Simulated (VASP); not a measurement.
Be3H2:

```
Be H
1.0
     3.28885    0.00000    0.00000
    -1.64442    2.84823    0.00000
     0.00000    0.00000    4.02800
Be H
3 2
Direct
  0.00000 0.00000 0.00000
  0.66667 0.33333 0.33333
  0.33333 0.66667 0.66667
  0.66667 0.33333 0.83333
  0.33333 0.66667 0.16667
```

This cell differs from its parent crystal: atoms taken out.

| Item | Value |
| --- | --- |
| Program | VASP 6.6.1 |
| Task | relaxation of cell and atoms |
| Functional | PBE |
| Potentials or basis | VASP PAW PBE potentials, release 64 (Be, H) |
| Cutoff | 600 eV |
| k mesh | 6 × 6 × 4 |
| Occupations | gaussian, width 0.1 eV |
| Spin | no spin polarisation |

At the start: pressure -7.0 GPa; volume 7.55 Å³/atom.

How do energy, volume and symmetry change on relaxing?

Over 49 steps the energy falls by 623.3 meV/atom and the volume is 6.50 Å³/atom (-13.8 %); space group P-3m1 (No. 164, to 0.1 Å) before and after.

The path:
```
step  energy change (eV)  largest force (eV/Å)  pressure (GPa)  volume (Å³)
   1              0.0000                0.2015           -6.97        37.73
   3             -0.0974                0.2196            0.31        34.42
   5             -0.1080                0.2274            0.81        34.25
   7             -0.3154                0.4141           -1.44        34.72
   9             -1.3954                0.6665           -3.52        35.40
  11             -1.6118                0.6931           -0.96        35.27
  13             -1.6329                0.6518           -0.92        35.29
  15             -1.6544                0.5792           -1.50        35.40
  17             -1.7156                0.3254           -0.64        34.67
  19             -1.7661                0.1603            0.65        33.85
  21             -2.0054                0.5114           -4.58        36.04
  23             -1.9682                1.0694           -4.87        36.49
  25             -1.9786                1.1497           -5.09        36.59
  27             -2.0332                1.4811           -6.06        37.01
  29             -2.0443                1.7256           -6.54        37.35
  31             -2.1729                1.7244           -6.98        37.35
  33             -2.4551                2.1092           -7.92        36.81
  35             -2.6087                1.8644           -7.55        36.52
  37             -2.9321                0.6933            5.55        32.50
  39             -3.0613                0.2092           -0.81        33.81
  41             -3.0953                0.1017            0.76        33.46
  43             -3.0972                0.1019            0.36        33.57
  45             -3.1021                0.0846           -0.85        33.77
  47             -3.1140                0.1127            0.34        32.66
  49             -3.1166                0.0087            0.07        32.51
```

Final structure:
```cif
data_structure
_symmetry_space_group_name_H-M 'P 1'
_symmetry_Int_Tables_number 1
_cell_length_a 2.2888
_cell_length_b 2.2888
_cell_length_c 7.1665
_cell_angle_alpha 90.000
_cell_angle_beta 90.000
_cell_angle_gamma 120.000
_cell_volume 32.51
loop_
_atom_site_label
_atom_site_type_symbol
_atom_site_fract_x
_atom_site_fract_y
_atom_site_fract_z
_atom_site_occupancy
Be1 Be 0.00000 0.00000 0.00000 1
Be2 Be 0.66667 0.33333 0.25679 1
Be3 Be 0.33333 0.66667 0.74321 1
H1 H 0.66667 0.33333 0.61767 1
H2 H 0.33333 0.66667 0.38233 1
```

Caveat: the k points lie up to 0.53 Å⁻¹ apart in the final cell; the cell differs from its parent crystal (atoms taken out); a cell axis changed by over 15 % at a fixed basis, so the end point is rough.
